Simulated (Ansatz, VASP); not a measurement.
One calculation of Na, two programs

```xyz
1
Lattice="-2.0846 2.0846 2.0846 2.0846 -2.0846 2.0846 2.0846 2.0846 -2.0846" Properties=species:S:1:pos:R:3 pbc="T T T"
Na    0.0000    0.0000    0.0000
```

Alike in both runs: task relaxation of cell and atoms; functional PBEsol; k mesh 16 × 16 × 16; occupations fermi-dirac, width 0.15 eV; no spin polarisation.

|  | VASP | Ansatz |
| --- | --- | --- |
| version | VASP 6.6.1 | Ansatz 0.2.0 |
| potentials or method | VASP PAW PBE potentials, release 64 (Na_pv), cutoff 600 eV | scalar-relativistic, plane waves, PAW |
| valence electrons in the cell | 7 | 9 |

```csv
,VASP,Ansatz,Ansatz less VASP
"gap on the k mesh at the Fermi level, each at its own relaxed structure (eV)",none,none,-
relaxed volume (Å³/atom),36.40,36.46,+0.059
relaxed cell length with the largest relative difference (Å),3.616,3.618,+0.0019
```

VASP's potentials were made for PBE, not for PBEsol. A gap of «none» marks a metal or a gap that the smearing closes. VASP's potentials hold 7 valence electrons a cell and Ansatz's 9, so a difference there can come from the potentials and not from the codes.
